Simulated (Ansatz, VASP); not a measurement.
## TaN in VASP and in Ansatz

POSCAR

```
TaN
1.0
    2.9380000000      0.0000000000      0.0000000000
   -1.4690000000      2.5443826400      0.0000000000
    0.0000000000      0.0000000000      2.8830000000
Ta N
1 1
Direct
    0.3333333300      0.6666666700      0.5000000000
    0.0000000000      0.0000000000      0.0000000000
```

File INCAR.step1:

```
SYSTEM = TaN
ALGO     = Normal         ! electronic algorithm
EDIFF    = 1E-4           ! SCF threshold, eV
ENCUT    = 600            ! plane-wave cutoff, eV
GGA      = PE             ! functional
ISMEAR   = -1             ! smearing method
LASPH    = .True.         ! aspherical terms in the spheres
LCHARG   = .False.        ! write CHGCAR
LREAL    = .False.        ! projectors in reciprocal space
LWAVE    = .True.         ! write WAVECAR
NELM     = 60             ! most SCF steps
PREC     = Accurate       ! precision mode
SIGMA    = 0.1            ! smearing width, eV
```

File INCAR.step2:

```
SYSTEM = TaN
ALGO     = Normal         ! electronic algorithm
EDIFF    = 1E-6           ! SCF threshold, eV
EDIFFG   = -0.01          ! ionic threshold
ENCUT    = 600            ! plane-wave cutoff, eV
IBRION   = 2              ! ionic algorithm
ISIF     = 3              ! what is computed and relaxed
ISMEAR   = -1             ! smearing method
ISTART   = 1            
LASPH    = .True.         ! aspherical terms in the spheres
LCHARG   = .False.        ! write CHGCAR
LMIXTAU  = .True.       
LREAL    = .False.        ! projectors in reciprocal space
LWAVE    = .False.        ! write WAVECAR
METAGGA  = R2SCAN         ! meta-GGA
NELM     = 60             ! most SCF steps
NSW      = 80             ! ionic steps
PREC     = Accurate       ! precision mode
SIGMA    = 0.1            ! smearing width, eV
```

KPOINTS

```
k-points
0
Gamma
  12 12 11
  0 0 0
```

Input for Ansatz:

```yaml
crystal:
  lattice:
    - [2.938, 0.0, 0.0]
    - [-1.469, 2.54438264, 0.0]
    - [0.0, 0.0, 2.883]
  atoms:
    - { symbol: Ta, position: [0.33333333, 0.66666667, 0.5] }
    - { symbol: "N", position: [0.0, 0.0, 0.0] }
  symmetry: { tolerance: 0.0003 }
hamiltonian:
  xc: r2scan
  pseudopotentials: { kind: paw, azcp: { folder: soft_1 } }
basis:
  ecutwfc: 500
magnetization:
  spin_polarized: false
scf:
  occupations: { method: fermi_dirac, width: 0.1 }
kpoints:
  mp_grid: { grid: [12, 12, 11], shift: [0, 0, 0] }
output:
  forces: true
  stress: true
  eigenvalues: true
relax:
  max_steps: 60
  cell: {}
```

Alike in both runs: task relaxation of cell and atoms; functional r2SCAN; k mesh 12 × 12 × 11; occupations fermi-dirac, width 0.1 eV; no spin polarisation.

|  | VASP | Ansatz |
| --- | --- | --- |
| version | VASP 6.6.1 | Ansatz 0.2.0 |
| potentials or method | VASP PAW PBE potentials, release 64 (Ta_pv, N), cutoff 600 eV | PAW plane waves |
| valence electrons in the cell | 16 | 18 |

|  | VASP | Ansatz | Ansatz less VASP |
| --- | --- | --- | --- |
| gap on the k mesh at the Fermi level, each at its own relaxed structure (eV) | none | none | - |
| relaxed volume (Å³/atom) | 10.82 | 10.77 | -0.048 |
| relaxed cell length with the largest relative difference (Å) | 2.941 | 2.936 | -0.0046 |

VASP's potentials were made for PBE, not for r2SCAN. A gap of «none» marks a metal or a gap that the smearing closes. VASP's potentials hold 16 valence electrons a cell and Ansatz's 18, so a difference there can come from the potentials and not from the codes.

Neither program's run includes spin-orbit coupling.
